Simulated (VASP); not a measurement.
# Bi: single point with LDA

Bi, a slab with vacuum:

```
Bi
1.0
     4.08100    0.00000    0.00000
    -2.04050    3.53425    0.00000
     0.00000    0.00000   28.00000
Bi
2
Cartesian
  0.0000 2.3562 14.0000
  2.0405 1.1781 14.0000
```

```yaml
Program: VASP 6.6.1
Task: single point
Functional: LDA
Potentials_or_basis: VASP PAW LDA potentials, release 64 (Bi_d)
Cutoff: 520 eV
k_mesh: 9 × 9 × 1
Occupations: gaussian, width 0.02 eV
Spin: no spin polarisation
```

| Item | Value |
| --- | --- |
| Band gap on the k mesh | zero (bands 15 and 16 overlap by 0.71 eV) |
| Work function of the upper face | 3.65 eV |
| Work function of the lower face | 3.65 eV |

Levels at points of the mesh, in eV from the Fermi level:
| k point | band 13 | band 14 | band 15 | band 16 | band 17 | band 18 |
| --- | --- | --- | --- | --- | --- | --- |
| (0.00, 0.00, 0.00) | -4.09 | -2.99 | -2.99 | 1.77 | 2.48 | 2.48 |

Run time: 2.1 min on 1 thread of Intel(R) Xeon(R) Platinum 8488C (Sapphire Rapids) (shared host), peak memory 0.37 GiB.

Caveat: spin-orbit coupling is left out, which moves the levels of the heavy elements.
